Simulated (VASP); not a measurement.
# Zn2Si3N (P6/mmm) in VASP: further runs

The runs below take Zn2Si3N through single point, with PBE.

Everything below comes from runs of VASP 6.6.1. Logs are shortened: lines on timing, memory, paths and dates and some standing lists are left out, and cuts for length are marked.

**1. The cell of the first run**

The structure is hexagonal, space group P6/mmm (No. 191). Conventional cell: a = 5.359 Å, b = 5.359 Å, c = 3.235 Å, α = 90.00°, β = 90.00°, γ = 120.00°. Zn (site symmetry -6m2) has 6 Si at 2.24 Å and 3 Zn at 3.09 Å and 3 N at 3.09 Å within 3.1 Å. Within 3.0 Å of Si (site symmetry mmm) lie 4 Zn at 2.24 Å and 4 Si at 2.68 Å. Within 4.1 Å of N (site symmetry 6/mmm) lie 6 Zn at 3.09 Å and 12 Si at 3.13 Å and 2 N at 3.23 Å.

The cell was generated, and may not be a known phase.

**2. Single point, PBE, collinear spin, ferromagnetic start**

The input, INCAR:

```
SYSTEM = Zn2Si3N
PREC     = Accurate       ! precision mode
ENCUT    = 520            ! plane-wave cutoff, eV
EDIFF    = 1E-7           ! SCF threshold, eV
ISMEAR   = 0              ! smearing method
SIGMA    = 0.1            ! smearing width, eV
LREAL    = .FALSE.        ! projectors in reciprocal space
LASPH    = .TRUE.         ! aspherical terms in the spheres
NELM     = 150            ! most SCF steps
ALGO     = Normal         ! electronic algorithm
ISIF     = 2              ! what is computed and relaxed
LWAVE    = .FALSE.        ! write WAVECAR
LCHARG   = .FALSE.        ! write CHGCAR
ISPIN    = 2              ! spin polarisation
MAGMOM   = 0 0 0 0 0 1    ! initial moments
LORBIT   = 11             ! projections on sites
GGA      = PE             ! functional
NBANDS   = 34             ! bands
```

The input, KPOINTS:

```
Automatic mesh
0
G
  6 6 6
  0 0 0
```

The input, POSCAR:

```
Zn2Si3N
1.0
    5.3588144300      0.0000000000      0.0000000000
   -2.6794072200      4.6408694300      0.0000000000
    0.0000000000      0.0000000000      3.2346669300
Zn Si N
2 3 1
Direct
    0.3333333300      0.6666666700      0.0000000000
    0.6666666700      0.3333333300      0.0000000000
    0.5000000000      0.0000000000      0.5000000000
    0.5000000000      0.5000000000      0.5000000000
    0.0000000000      0.5000000000      0.5000000000
    0.0000000000      0.0000000000      0.0000000000
```

Potentials or basis: VASP PAW PBE potentials, release 64 (Zn, Si, N).

Started as:

```sh
cat potpaw_PBE.64/Zn/POTCAR potpaw_PBE.64/Si/POTCAR potpaw_PBE.64/N/POTCAR > POTCAR
mpirun -np 1 vasp_std > vasp.out
```

OUTCAR:

```text
SYSTEM = Zn2Si3N
   PREC = Accurate
   ENCUT = 520
   EDIFF = 1E-7
   ISMEAR = 0
   LREAL = .FALSE.
   LASPH = .TRUE.
   NELM = 150
   ISIF = 2
   ISPIN = 2
   LORBIT = 11
   GGA = PE

 ion  position               nearest neighbor table
   1  0.333  0.667  0.000-   5 2.24   5 2.24   3 2.24   3 2.24   4 2.24   4 2.24
   2  0.667  0.333  0.000-   5 2.24   5 2.24   3 2.24   3 2.24   4 2.24   4 2.24
   3  0.500  0.000  0.500-   1 2.24   2 2.24   1 2.24   2 2.24   5 2.68   5 2.68   4 2.68   4 2.68

   4  0.500  0.500  0.500-   1 2.24   2 2.24   1 2.24   2 2.24   5 2.68   5 2.68   3 2.68   3 2.68

   5  0.000  0.500  0.500-   1 2.24   2 2.24   1 2.24   2 2.24   3 2.68   3 2.68   4 2.68   4 2.68

   6  0.000  0.000  0.000-

  LATTYP: Found a hexagonal cell.
 ALAT       =     5.3588144300
 C/A-ratio  =     0.6036161491

  Lattice vectors:

 A1 = (   5.3588144300,   0.0000000000,   0.0000000000)
 A2 = (  -2.6794072200,   4.6408694300,   0.0000000000)
 A3 = (   0.0000000000,   0.0000000000,   3.2346669300)

Analysis of symmetry for initial positions (statically):
=====================================================================
 Subroutine PRICEL returns:
 Original cell was already a primitive cell.

 Routine SETGRP: Setting up the symmetry group for a
 hexagonal supercell.

 Subroutine GETGRP returns: Found 24 space group operations
 (whereof 24 operations were pure point group operations)
 out of a pool of 24 trial point group operations.

The static configuration has the point symmetry D_6h.

Analysis of symmetry for dynamics (positions and initial velocities):
=====================================================================
 Subroutine PRICEL returns:
 Original cell was already a primitive cell.

 Routine SETGRP: Setting up the symmetry group for a
 hexagonal supercell.

 Subroutine GETGRP returns: Found 24 space group operations
 (whereof 24 operations were pure point group operations)
 out of a pool of 24 trial point group operations.

The dynamic configuration has the point symmetry D_6h.

Analysis of structural, dynamic, and magnetic symmetry:
=====================================================================
 Subroutine PRICEL returns:
 Original cell was already a primitive cell.

 Routine SETGRP: Setting up the symmetry group for a
 hexagonal supercell.

 Subroutine GETGRP returns: Found 24 space group operations
 (whereof 24 operations were pure point group operations)
 out of a pool of 24 trial point group operations.

The overall configuration has the point symmetry D_6h.

 Subroutine INISYM returns: Found 24 space group operations
 (whereof 24 operations are pure point group operations),
 and found     1 'primitive' translations

----------------------------------------------------------------------------------------

                                     Primitive cell

  volume of cell :      80.4447

  direct lattice vectors                    reciprocal lattice vectors
     5.358814430  0.000000000  0.000000000     0.186608440  0.107738433  0.000000000
    -2.679407220  4.640869430  0.000000000     0.000000000  0.215476866  0.000000000
     0.000000000  0.000000000  3.234666930     0.000000000  0.000000000  0.309150840

  length of vectors
     5.358814430  5.358814432  3.234666930     0.215476866  0.215476866  0.309150840

  position of ions in fractional coordinates (direct lattice)
     0.333333330  0.666666670  0.000000000
     0.666666670  0.333333330  0.000000000
     0.500000000  0.000000000  0.500000000
     0.500000000  0.500000000  0.500000000
     0.000000000  0.500000000  0.500000000
     0.000000000  0.000000000  0.000000000

  ion indices of the primitive-cell ions
   primitive index   ion index
                 1           1
                 2           2
                 3           3
                 4           4
                 5           5
                 6           6

[... 28 lines left out ...]
  0.000000  0.000000  0.000000      1.000000
  0.166667  0.000000  0.000000      6.000000
  0.333333  0.000000  0.000000      6.000000
  0.500000  0.000000  0.000000      3.000000
  0.166667  0.166667  0.000000      6.000000
  0.333333  0.166667  0.000000     12.000000
[... 16 lines left out ...]
  0.166667  0.000000  0.500000      6.000000
  0.333333  0.000000  0.500000      6.000000
 [... further k-points ...]
   k-points           NKPTS =     28   k-points in BZ     NKDIM =     28   number of bands    NBANDS=     34
   number of dos      NEDOS =    301   number of ions     NIONS =      6
   total plane-waves  NPLWV =  38400
   dimension x,y,z NGX =    40 NGY =   40 NGZ =   24
   dimension x,y,z NGXF=    80 NGYF=   80 NGZF=   48
   ions per type =               2   3   1
   NGX,Y,Z   is equivalent  to a cutoff of  12.41, 12.41, 12.33 a.u.
   NGXF,Y,Z  is equivalent  to a cutoff of  24.82, 24.82, 24.67 a.u.
 SYSTEM =  Zn2Si3N
   PREC   = accura    normal or accurate (medium, high low for compatibility)
   ISTART =      0    job   : 0-new  1-cont  2-samecut
   ICHARG =      2    charge: 1-file 2-atom 10-const
   ISPIN  =      2    spin polarized calculation?
   LNONCOLLINEAR =      F non collinear calculations
   LSORBIT =      F    spin-orbit coupling
   LASPH  =      T    aspherical Exc in radial PAW
   ENCUT  =  520.0 eV  38.22 Ry    6.18 a.u.   9.96  9.96  6.01*2*pi/ulx,y,z
   NELM   =    150;   NELMIN=  2; NELMDL= -5     # of ELM steps
   EDIFF  = 0.1E-06   stopping-criterion for ELM
   LREAL  =      F    real-space projection
   EDIFFG = 0.1E-05   stopping-criterion for IOM
   NSW    =      0    number of steps for IOM
   IBRION =     -1    ionic relax: 0-MD 1-quasi-New 2-CG
   NFREE  =      0    steps in history (QN), initial steepest desc. (CG)
   ISIF   =      2    stress and relaxation
   ISYM   =      2    0-nonsym 1-usesym 2-fastsym
   POTIM  = 0.5000    time-step for ionic-motion
   TEBEG  =    0.0;   TEEND  =   0.0 temperature during run
   PSTRESS=    0.0 pullay stress
   NELECT =      41.0000    total number of electrons
   NUPDOWN=      -1.0000    fix difference up-down
   EMIN   =  10.00;   EMAX   =-10.00  energy-range for DOS
   EFERMI =   0.00;   METHOD = LEGACY
   ISMEAR =     0;   SIGMA  =   0.10  broadening in eV -4-tet -1-fermi 0-gaus
   EFERMI_NEDOS =   21; number of points for ismear=-14 and -15
   IALGO  =     38    algorithm
   IMIX   =      4    mixing-type and parameters
     AMIX     =   0.40;   BMIX     =  1.00
     AMIX_MAG =   1.60;   BMIX_MAG =  1.00
  volume/ion in A,a.u.               =      13.41        90.48
  Fermi-wavevector in a.u.,A,eV,Ry     =   1.307686  2.471169 23.266553  1.710043
  Thomas-Fermi vector in A             =   2.438404
   LORBIT       =     11    0 simple, 1 ext, 2 COOP (PROOUT), +10 PAW based schemes
   GGA     = PE    functional components
   LHFCALC =     F    Hartree Fock is set to
   AEXX    =    0.0000 exact exchange contribution
   IVDW    =     0    specifies the selected vdW correction
   LEPSILON=     F    determine dielectric tensor
   LRPA    =     F    only Hartree local field effects (RPA)
 spin polarized calculation
 Gauss-broadening in eV      SIGMA  =   0.10
  energy-cutoff  :      520.00
  volume of cell :       80.44
 maximum number of plane-waves:      2184
 NGX is ok and might be reduce to    40
   NGX = 19   NGY = 19   NGZ = 13

 number of electron      41.0000019 magnetization       2.2939591

 Free energy of the ion-electron system (eV)
  ---------------------------------------------------
  ext. energy  EPLUGINS =         0.00000000
  ---------------------------------------------------
  free energy    TOTEN  =       -15.94846896 eV

  energy without entropy =      -15.94009949  energy(sigma->0) =      -15.94428423

 E-fermi :   6.6299     XC(G=0): -11.2214

 val. band max:        6.6239563649   @ k =   0.5000   0.0000   0.3333
 cond. band min:       6.6822558766   @ k =   0.1667   0.1667   0.5000
 fundamental gap:      0.0582995116
 Fermi energy:         6.6299398870

 spin component 1

 k-point     1 :       0.0000    0.0000    0.0000
  band No.  band energies     occupation
      1      -8.2018      1.00000
      2      -6.1412      1.00000
      3      -3.8184      1.00000
      4      -2.6222      1.00000
      5      -2.6222      1.00000
      6      -2.3726      1.00000
[... 829 lines left out ...]
     31      15.2334      0.00000
     32      15.5052      0.00000

 [... further k-points ...]

 spin component 2

 k-point     1 :       0.0000    0.0000    0.0000
  band No.  band energies     occupation
      1      -7.4013      1.00000
      2      -3.9570      1.00000
      3      -3.7680      1.00000
      4      -2.5949      1.00000
      5      -2.5949      1.00000
      6      -2.3515      1.00000
[... 829 lines left out ...]
     31      15.4372      0.00000
     32      15.8271      0.00000

 [... further k-points ...]

 [bands above 32 left out]

------------------------ aborting loop because EDIFF is reached ----------------------------------------

  FORCE on cell =-STRESS in cart. coord.  units (eV):
  Direction    XX          YY          ZZ          XY          YZ          ZX
  --------------------------------------------------------------------------------------
  -------------------------------------------------------------------------------------
  Total       11.3365495     11.3365495     35.1436591     -0.0000000      0.0000000      0.0000000
  in kB      225.7843491    225.7843491    699.9385656     -0.0000002      0.0000000      0.0000000
  external PRESSURE =     383.8357546 kB  Pullay stress =       0.0000000 kB

 VOLUME and BASIS-vectors are now :
 -----------------------------------------------------------------------------
  energy-cutoff  :      520.00
  volume of cell :       80.44
      direct lattice vectors                 reciprocal lattice vectors
     5.358814430  0.000000000  0.000000000     0.186608440  0.107738433  0.000000000
    -2.679407220  4.640869430  0.000000000     0.000000000  0.215476866  0.000000000
     0.000000000  0.000000000  3.234666930     0.000000000  0.000000000  0.309150840

 POSITION                                       TOTAL-FORCE (eV/Angst)
 -----------------------------------------------------------------------------------
     -0.00000      3.09391      0.00000        -0.000000      0.000000      0.000000
      2.67941      1.54696      0.00000         0.000000      0.000000      0.000000
      2.67941      0.00000      1.61733        -0.000000      0.000000      0.000000
      1.33970      2.32043      1.61733        -0.000000      0.000000      0.000000
     -1.33970      2.32043      1.61733        -0.000000      0.000000      0.000000
      0.00000      0.00000      0.00000        -0.000000      0.000000      0.000000
 -----------------------------------------------------------------------------------
    total drift:                                0.000000     -0.000000      0.000000

  FREE ENERGIE OF THE ION-ELECTRON SYSTEM (eV)
  ---------------------------------------------------
  free  energy   TOTEN  =       -15.9484689602 eV

  energy  without entropy=      -15.9400994940  energy(sigma->0) =      -15.94428423

 total charge

# of ion       s       p       d       tot
------------------------------------------
    1        0.779   0.874   9.779  11.431
    2        0.779   0.874   9.779  11.431
    3        0.830   0.873   0.000   1.704
    4        0.830   0.873   0.000   1.704
    5        0.830   0.873   0.000   1.704
    6        1.353   1.990   0.000   3.343
--------------------------------------------------
tot          5.401   6.357  19.557  31.316

 magnetization (x)

# of ion       s       p       d       tot
------------------------------------------
    1        0.003   0.011   0.011   0.025
    2        0.003   0.011   0.011   0.025
    3        0.009   0.028   0.000   0.036
    4        0.009   0.028   0.000   0.036
    5        0.009   0.028   0.000   0.036
    6        0.033   1.412   0.000   1.444
--------------------------------------------------
tot          0.065   1.517   0.022   1.604
```

Run time: 83 s. Hardware: 1 thread of Intel Xeon 6975P-C (Granite Rapids), shared host; peak memory 0.29 GiB.

What came out:

| Item | Value |
| --- | --- |
| Free energy | -15.9485 eV |
| Pressure | 38.4 GPa |
| Net moment | 2.29 μB per cell |
| Site moments | Zn +0.03; Si +0.04; N +1.44 μB |
| Valence electrons inside the program's atomic spheres | Zn 11.43; Si 1.70; N 3.34 |

Levels at points of the mesh, in eV from the Fermi level:
Spin up:
| k point | band 19 | band 20 | band 21 | band 22 | band 23 | band 24 |
| --- | --- | --- | --- | --- | --- | --- |
| (0.00, 0.00, 0.00) | -0.46 | -0.37 | -0.37 | 2.95 | 3.93 | 4.61 |
| (0.50, 0.00, 0.00) | -1.15 | -1.09 | -0.27 | 1.10 | 1.15 | 2.03 |
| (0.00, 0.00, 0.50) | -2.97 | -2.91 | -2.91 | -2.46 | -1.42 | -1.42 |
| (0.50, 0.00, 0.50) | -1.69 | -1.14 | -0.79 | 0.54 | 1.17 | 1.58 |
Spin down:
```csv
k point,band 17,band 18,band 19,band 20,band 21,band 22
"(0.00, 0.00, 0.00)",-4.31,-1.37,1.89,1.89,1.96,3.02
"(0.50, 0.00, 0.00)",-1.09,-0.50,-0.21,0.62,0.73,1.26
"(0.00, 0.00, 0.50)",-2.93,-2.93,-2.43,-1.39,-1.39,-0.88
"(0.50, 0.00, 0.50)",-3.50,-3.45,0.65,0.76,1.07,1.07
```

Caveat: the stress differs along the axes, from 23 to 70 GPa.

**3. Single point, PBE, collinear spin, ferromagnetic start**

This run uses another cell than the first one, of 15.88 Å³/atom.

The input, INCAR:

```
PREC = Accurate
ENCUT = 520
EDIFF = 1E-7
ISMEAR = 0
SIGMA = 0.1
LREAL = False
LASPH = True
NELM = 150
ALGO = Normal
ISIF = 2
LWAVE = False
LCHARG = False
ISPIN = 2
MAGMOM = 0 0 0 0 0 1
LORBIT = 11
GGA = PE
NBANDS = 34
```

The input, KPOINTS:

```
Automatic mesh
0
Gamma
  6 6 6
```

The input, POSCAR:

```
Zn2Si3N
1.0
    4.7439632150      0.0000000026      0.0000000000
   -2.3719816097      4.1083926575      0.0000000000
    0.0000000000      0.0000000000      4.8901101507
Zn Si N
2 3 1
Direct
    0.3333333333      0.6666666667      0.0000000000
    0.6666666667      0.3333333333      0.0000000000
    0.5000000000      0.0000000000      0.5000000000
    0.5000000000      0.5000000000      0.5000000000
    0.0000000000      0.5000000000      0.5000000000
    0.0000000000      0.0000000000      0.0000000000
```

Potentials or basis: VASP PAW PBE potentials, release 64 (Zn, Si, N).

Started as:

```sh
cat potpaw_PBE.64/Zn/POTCAR potpaw_PBE.64/Si/POTCAR potpaw_PBE.64/N/POTCAR > POTCAR
mpirun -np 1 vasp_std > vasp.out
```

Wall time 92 s (1 thread of Intel Xeon 6975P-C (Granite Rapids), shared host); peak memory 0.32 GiB.

The run converged. Its results:

| Quantity | Value |
| --- | --- |
| Free energy | -20.4996 eV |
| Pressure | 0.1 GPa |
| Net moment | 1.19 μB per cell |
| Site moments | Zn -0.01; Si +0.01; N +0.83 μB |
| Valence electrons inside the program's atomic spheres | Zn 10.67; Si 1.63; N 3.35 |

Stress tensor (GPa, compression positive):
```
-0.05  0.00  0.00
 0.00 -0.05  0.00
 0.00  0.00  0.40
```

Levels at points of the mesh, in eV from the Fermi level:
Spin up:
| k point | band 19 | band 20 | band 21 | band 22 | band 23 | band 24 |
| --- | --- | --- | --- | --- | --- | --- |
| (0.00, 0.00, 0.00) | -3.10 | -1.24 | -0.93 | -0.93 | 2.01 | 2.83 |
| (0.50, 0.00, 0.00) | -1.85 | -1.11 | -0.87 | 0.88 | 1.64 | 1.86 |
| (0.00, 0.00, 0.50) | -2.17 | -2.05 | -2.05 | -0.16 | -0.16 | 0.23 |
| (0.50, 0.00, 0.50) | -1.20 | -0.46 | 1.33 | 1.87 | 1.90 | 3.25 |
Spin down:
| k point | band 17 | band 18 | band 19 | band 20 | band 21 | band 22 | band 23 | band 24 |
| --- | --- | --- | --- | --- | --- | --- | --- | --- |
| (0.00, 0.00, 0.00) | -3.18 | -2.86 | -2.86 | -0.11 | -0.11 | 1.08 | 2.07 | 2.82 |
| (0.50, 0.00, 0.00) | -3.51 | -2.25 | -1.01 | -0.87 | 0.52 | 1.65 | 1.65 | 2.04 |
| (0.00, 0.00, 0.50) | -2.27 | -2.27 | -1.10 | -1.10 | -0.21 | -0.21 | -0.18 | 0.25 |
| (0.50, 0.00, 0.50) | -4.13 | -2.76 | 0.56 | 1.01 | 1.88 | 1.91 | 1.94 | 3.32 |
